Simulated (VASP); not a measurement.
A run of VASP 6.6.1:

File INCAR:

```
SYSTEM = SnC2S2N2
PREC = Accurate ; ENCUT = 520
EDIFF = 1E-7 ; ISMEAR = -1
SIGMA = 0.1 ; LREAL = .FALSE.
LASPH = .TRUE. ; NELM = 80
ALGO = Normal ; ISIF = 2
LWAVE = .FALSE. ; LCHARG = .FALSE.
GGA = PE ; NBANDS = 57
```

KPOINTS

```
regular mesh
0
G
  3 3 2
  0 0 0
```

Contents of POSCAR:

```
SnC2S2N2
1.0
    5.7063740000     -0.0165630000     -0.0395000000
   -0.3024820000      5.0564460000     -0.0224600000
    1.8278470000      1.3199230000     10.1996810000
Sn N S C
2 4 4 4
Direct
    0.1944379940      0.1722154405      0.2522301687
    0.8121257807      0.8306526663      0.7431705391
    0.7669203838      0.0735577533      0.9117302259
    0.2154167917      0.9125311053      0.0905111064
    0.4031028539      0.8617742792      0.3537164557
    0.5889904895      0.1412716723      0.6502749533
    0.8516918490      0.7399713119      0.4054960722
    0.1344323686      0.2729381838      0.5944099889
    0.7239962069      0.3862115620      0.1249168638
    0.2800674496      0.6245741210      0.8742043598
    0.6011884439      0.8047725008      0.3732473725
    0.3947165038      0.1925475529      0.6232896813
    0.7638718559      0.1986683126      1.0046240690
    0.2512685923      0.7957331272      0.9961415730
```

Potentials or basis: VASP PAW PBE potentials, release 64 (Sn_d, N, S, C).

Launch:

```bash
$ cat potpaw_PBE.64/Sn_d/POTCAR potpaw_PBE.64/N/POTCAR potpaw_PBE.64/S/POTCAR potpaw_PBE.64/C/POTCAR > POTCAR
$ mpirun -np 1 vasp_std > vasp.out
```

Hardware: 1 thread of AMD EPYC 7R43 64-Core Processor (Zen 3) (shared host).

**Question.** How long does it take, and how much memory?

**Answer.** Run time: 4.2 min on 1 thread of AMD EPYC 7R43 64-Core Processor (Zen 3) (shared host), peak memory 0.38 GiB. Counts: scf iterations 18, k points 10.
